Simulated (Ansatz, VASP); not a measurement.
KF: VASP beside Ansatz

```
K F
1.0
     0.00000    2.65896    2.65896
     2.65896    0.00000    2.65896
     2.65896    2.65896    0.00000
K F
1 1
Direct
  0.00000 0.00000 0.00000
  0.50000 0.50000 0.50000
```

Alike in both runs: task single point; functional PBE-based screened hybrid; k mesh 4 × 4 × 4; no spin polarisation.

|  | VASP | Ansatz |
| --- | --- | --- |
| version | VASP 6.6.1 | Ansatz 0.2.0 |
| potentials or method | VASP PAW PBE potentials, release 64 (K_sv, F) | plane waves |
| plane-wave cutoff (eV) | 520 | 420 |
| occupations | gaussian, width 0.01 eV | fixed |
| valence electrons in the cell | 16 | 16 |

|  | VASP | Ansatz | Ansatz less VASP |
| --- | --- | --- | --- |
| gap on the k mesh at the Fermi level (eV) | 7.03 | 7.05 | +0.017 |
| pressure (GPa) | 1.6 | 1.5 | -0.07 |

VASP's potentials were made for PBE, not for PBE-based screened hybrid. Ansatz's warnings: stress exchange threshold loose, stress scf threshold loose.

The k mesh is coarse, so the values compare programs but aren't converged.
